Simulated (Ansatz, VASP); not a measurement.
**LiGeN in VASP and in Ansatz**

```
Li Ge N
1.0
     2.98707    0.00000    0.00000
    -1.49353    2.58688    0.00000
     0.00000    0.00000    9.00699
Li Ge N
2 2 2
Direct
  0.66667 0.33333 0.74531
  0.33333 0.66667 0.24531
  0.00000 0.00000 0.49627
  0.00000 0.00000 0.99627
  0.33333 0.66667 0.60306
  0.66667 0.33333 0.10306
```

Change from the starting cell: uniaxial_z strain -3.7%.

Alike in both runs: task single point; functional PBE; k mesh 12 × 12 × 4; occupations fermi-dirac, width 0.02 eV; no spin polarisation.

|  | VASP | Ansatz |
| --- | --- | --- |
| version | VASP 6.6.1 | Ansatz 0.2.0 |
| potentials or method | VASP PAW PBE potentials, release 64 (Li_sv, Ge_d, N) | plane waves, PAW |
| plane-wave cutoff (eV) | 520 | 420 |
| valence electrons in the cell | 44 | 44 |

|  | VASP | Ansatz | Ansatz less VASP |
| --- | --- | --- | --- |
| gap on the k mesh at the Fermi level (eV) | 1.36 | 1.36 | -0.002 |
| rms of the force components (eV/Å) | 0.209 | 0.203 | -0.0056 |

Atom by atom the forces differ by 0.006 eV/Å (rms over components). With one functional, cell and mesh, what is left measures potentials, basis and numerics.

Noted on VASP's run: the cutoff is under 1.25 times that of the potentials, so the pressure is a little rough.
